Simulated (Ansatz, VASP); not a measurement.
FeO in VASP and in Ansatz

INCAR

```
SYSTEM = FeO
  ALGO = Normal
  EDIFF = 1E-6
  ENCUT = 520
  GGA = PS
  ISIF = 2
  ISMEAR = -1
  ISPIN = 2
  LASPH = .True.
  LCHARG = .True.
  LELF = .True.
  LMAXMIX = 4
  LORBIT = 11
  LREAL = .False.
  LVHAR = .True.
  LWAVE = .False.
  MAGMOM = 3 0
  NBANDS = 18
  NELM = 150
  PREC = Accurate
  SIGMA = 0.05
```

File KPOINTS:

```
k-points
0
Gamma
  11 11 11
  0 0 0
```

The input POSCAR:

```
FeO
1.0
    1.5188209023      0.8768916568      2.4187941932
   -1.5188209023      0.8768916568      2.4187941932
    0.0000000000     -1.7537833136      2.4187941932
Fe O
1 1
Direct
    0.0000000000      0.0000000000      0.0000000000
    0.5000000000      0.5000000000      0.5000000000
```

input.yaml

```yaml
crystal:
  lattice:
    - [1.5188209023, 0.8768916568, 2.4187941932]
    - [-1.5188209023, 0.8768916568, 2.4187941932]
    - [0.0, -1.7537833136, 2.4187941932]
  atoms:
    - { symbol: Fe, position: [0.0, 0.0, 0.0], spin: 3.0 }
    - { symbol: O, position: [0.5, 0.5, 0.5] }
kpoints:
  mp_grid: { grid: [11, 11, 11] }
  band_path:
    path:
      - [0.0, 0.0, 0.0]
      - [0.5, 0.0, 0.0]
      - [0.5, 0.2542865725, -0.2542865725]
    npoints: 10
scf:
  occupations: { method: fermi_dirac, width: 0.05 }
hamiltonian:
  xc: pbesol
  pseudopotentials: { kind: all_electron, lapw: { basis_error: 0.001 } }
magnetization:
  spin_polarized: true
output:
  forces: true
  stress: true
  eigenvalues: true
```

Change from the starting cell: strain_z = -0.04.

Alike in both runs: functional PBEsol; k mesh 11 × 11 × 11; occupations fermi-dirac, width 0.05 eV; collinear spin.

|  | VASP | Ansatz |
| --- | --- | --- |
| version | VASP 6.6.1 | Ansatz 0.2.0 |
| potentials or method | VASP PAW PBE potentials, release 64 (Fe, O), cutoff 520 eV | all-electron LAPW, scalar-relativistic |
| task | single point | band structure |

```csv
,VASP,Ansatz,Ansatz less VASP
gap on the k mesh at the Fermi level (eV),none,none,-
pressure (GPa),-1.7,-2.1,-0.42
"traceless stress, the component that is largest in VASP (GPa)",1.04,1.02,-0.029
net moment per atom (μB),2.00,2.00,0.000
size of the moment on the site where the two differ most (μB),0.31,0.33,+0.022
```

VASP's potentials were made for PBE, not for PBEsol. Site moments also hang on the region over which each program counts them. A gap of «none» marks a metal or a gap that the smearing closes. Ansatz ran all-electron here, and VASP with PAW potentials.
